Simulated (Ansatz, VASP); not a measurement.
# K4InP2: VASP beside Ansatz

```
K In P
1.0
     2.84861    4.93394    0.00000
    -2.84861    4.93394    0.00000
     0.00000   -3.28929    9.05012
K In P
4 1 2
Cartesian
  0.0000 3.2893 1.7119
  0.0000 3.2893 7.3382
  0.0000 0.0000 5.6922
  0.0000 6.5786 3.3579
  0.0000 0.0000 0.0000
  0.0000 0.0000 2.4228
  0.0000 6.5786 6.6274
```

Alike in both runs: functional PBEsol; k mesh 4 × 4 × 4; occupations gaussian, width 0.0139 eV; no spin polarisation.

Ansatz relaxed the structure, and its values are those at the end. VASP's run is a single point on that final structure, the one shown.

|  | VASP | Ansatz |
| --- | --- | --- |
| version | VASP 6.6.1 | Ansatz 0.2.0 |
| potentials or method | VASP PAW PBE potentials, release 64 (K_sv, In_d, P), cutoff 520 eV | PAW plane waves |
| valence electrons in the cell | 59 | 59 |

```csv
,VASP,Ansatz,Ansatz less VASP
gap on the k mesh at the Fermi level (eV),none,none,-
pressure (GPa),0.0,0.0,-0.01
rms of the force components (eV/Å),0.007,0.002,-0.0044
```

VASP's potentials were made for PBE, not for PBEsol. A gap of «none» marks a metal or a gap that the smearing closes. The functional is the same, so the differences come from potentials, cutoffs and numerics. Ansatz's warnings: structure snapped to symmetry.
